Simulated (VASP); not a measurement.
Ta, 2 atoms in the cell. Symmetry: Fd-3m, No. 227, cubic system. Conventional cell: a = 5.871 Å, b = 5.871 Å, c = 5.871 Å, α = 90.00°, β = 90.00°, γ = 90.00°. Within 3.4 Å of Ta (site symmetry -43m) lie 4 Ta at 2.54 Å. This isn't the form of Ta at room conditions, which is bcc.

| Quantity | Value |
| --- | --- |
| Program | VASP 6.6.1 |
| Task | single point |
| Functional | PBE |
| Potentials or basis | VASP PAW PBE potentials, release 64 (Ta_pv) |
| Cutoff | 500 eV |
| k mesh | 7 × 7 × 7 |
| Occupations | gaussian, width 0.05 eV |
| Spin | no spin polarisation |
| Dipole correction | no |
| Further INCAR settings | ALGO = Normal; EDIFF = 1e-06; NBANDS = 18 |

Potentials or basis: VASP PAW PBE potentials, release 64 (Ta_pv).

The run is started by

```sh
$ cat potpaw_PBE.64/Ta_pv/POTCAR > POTCAR
$ mpirun -np 1 vasp_std > vasp.out
```

Hardware: 1 thread of Intel(R) Xeon(R) 6975P-C (Granite Rapids), with other jobs on the host.

How long does it take, and how much memory?

It took 7 s on 1 thread of Intel(R) Xeon(R) 6975P-C (Granite Rapids), with other jobs on the host, peak memory 0.16 GiB. Counts: scf iterations 11, k points 20.
